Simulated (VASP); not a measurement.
Input of a VASP 6.6.1 run:

Contents of INCAR:

```
ALGO = Normal
EDIFF = 1E-6
ENCUT = 600
GGA = PE
GGA_COMPAT = False
ISIF = 2
ISMEAR = 0
LASPH = True
LCHARG = False
LREAL = False
LWAVE = False
NBANDS = 14
NELM = 120
PREC = Accurate
SIGMA = 0.2
```

Contents of KPOINTS:

```
k-points
0
Gamma
  6 6 6
```

POSCAR

```
B3C
1.0
    0.0000000000      2.3484564867      2.3484564867
    2.3484564867      0.0000000000      2.3484564867
    2.3484564867      2.3484564867      0.0000000000
B C
3 1
Direct
    0.2500000000      0.2500000000      0.2500000000
    0.7500000000      0.7500000000      0.7500000000
    0.5000000000      0.5000000000      0.5000000000
    0.0000000000      0.0000000000      0.0000000000
```

Potentials or basis: VASP PAW PBE potentials, release 64 (B, C).

The run is started by

```console
$ cat potpaw_PBE.64/B/POTCAR potpaw_PBE.64/C/POTCAR > POTCAR
$ mpirun -np 1 vasp_std > vasp.out
```

(1) Estimate the pressure.

Results:

(1) -0.2 GPa.

Caveat: the k points lie up to 0.39 Å⁻¹ apart.
